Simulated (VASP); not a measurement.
Here is a VASP 6.6.1 calculation.

File INCAR:

```
SYSTEM = Rb2IrSe2
PREC = Accurate ; ENCUT = 520
EDIFF = 1E-6 ; ISMEAR = -1
SIGMA = 0.0788 ; LREAL = .FALSE.
LASPH = .TRUE. ; NELM = 150
ALGO = Normal ; ISIF = 2
LWAVE = .FALSE. ; LCHARG = .FALSE.
LMAXMIX = 4 ; LDAU = .TRUE.
LDAUTYPE = 2 ; LDAUL = -1 -1 2
LDAUU = 0 0 2.86 ; LDAUJ = 0 0 0
LDAUPRINT = 1 ; GGA = PE
NBANDS = 50
```

Contents of KPOINTS:

```
Automatic mesh
0
Gamma
  3 3 3
  0 0 0.5
```

File POSCAR:

```
Rb2IrSe2
1.0
    0.0000000000      0.0000000000      6.6013030000
    7.3825340000      0.0000000000      0.0000000000
    3.6912670000      6.8839720000     -3.3006520000
Rb Se Ir
4 4 2
Direct
    0.1475300000      0.1917700000      0.2950600000
    0.8524700000      0.8082300000      0.7049400000
    0.3524700000      0.4868300000      0.7049400000
    0.6475300000      0.5131700000      0.2950600000
    0.8975200000      0.2926800000      0.7950400000
    0.1024800000      0.7073200000      0.2049600000
    0.6024800000      0.0877200000      0.2049600000
    0.3975200000      0.9122800000      0.7950400000
    0.2500000000      0.0000000000      0.0000000000
    0.7500000000      0.0000000000      0.0000000000
```

Potentials or basis: VASP PAW PBE potentials, release 64 (Rb_sv, Se, Ir).

Command:

```console
$ cat potpaw_PBE.64/Rb_sv/POTCAR potpaw_PBE.64/Se/POTCAR potpaw_PBE.64/Ir/POTCAR > POTCAR
$ mpirun -np 1 vasp_std > vasp.out
```

Task: Predict the pressure.

Result: -2.5 GPa.

Task: What does it give for the band gap on the k mesh?

Result: 0.08 eV, indirect (least direct gap 0.26 eV).

Task: Predict the largest force.

Result: 1.526 eV/Å.

Forces on the atoms (eV/Å):
```
Rb  -0.081 -0.146  0.000
Rb   0.081  0.146  0.000
Rb  -0.081  0.146  0.000
Rb   0.081 -0.146  0.000
Se  -1.110  1.048  0.000
Se   1.110 -1.048  0.000
Se  -1.110 -1.048  0.000
Se   1.110  1.048  0.000
Ir   0.000  0.000  0.000
Ir   0.000  0.000  0.000
```

Caveat: spin-orbit coupling is left out, which moves the levels of the heavy elements; forces of over 1 eV/Å act on the atoms, so gaps and moduli don't describe the material at rest. A k mesh can miss the band edges.
